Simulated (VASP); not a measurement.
A run of VASP 6.6.1 is set up as follows.

File INCAR:

```
SYSTEM = MoS2
PREC = Accurate
ENCUT = 520
EDIFF = 1E-6
ISMEAR = 1
SIGMA = 0.1
LREAL = .FALSE.
LASPH = .TRUE.
NELM = 100
ALGO = Normal
ISIF = 2
LWAVE = .FALSE.
LCHARG = .TRUE.
GGA = PS
LELF = .TRUE.
LVHAR = .TRUE.
NBANDS = 20
```

KPOINTS

```
Automatic mesh
0
G
  10 10 5
  0 0 0
```

File POSCAR:

```
MoS2
1.0
    3.3062145239      0.0000000000      0.0000000000
   -1.6531067498      2.8632650717      0.0000000000
    0.0000000000      0.0000000000      6.4664961245
Mo S
1 2
Direct
    0.0000000000      0.0000000000      0.5000000000
    0.3333333333      0.6666666667      0.2553190000
    0.6666666667      0.3333333333      0.7446810000
```

Potentials or basis: VASP PAW PBE potentials, release 64 (Mo_sv, S).

Run with:

```sh
$ cat potpaw_PBE.64/Mo_sv/POTCAR potpaw_PBE.64/S/POTCAR > POTCAR
$ mpirun -np 1 vasp_std > vasp.out
```

(1) What does it give for the pressure?

(2) Predict the largest force.

Results:

(1) -11.1 GPa.

(2) 1.012 eV/Å.

Caveat: the cell stands under tension; the PAW data sets were made with another functional, which shifts forces and pressure a little; this functional lacks dispersion, which binds the layers, so the pressure and a relaxed spacing across them are unreliable.
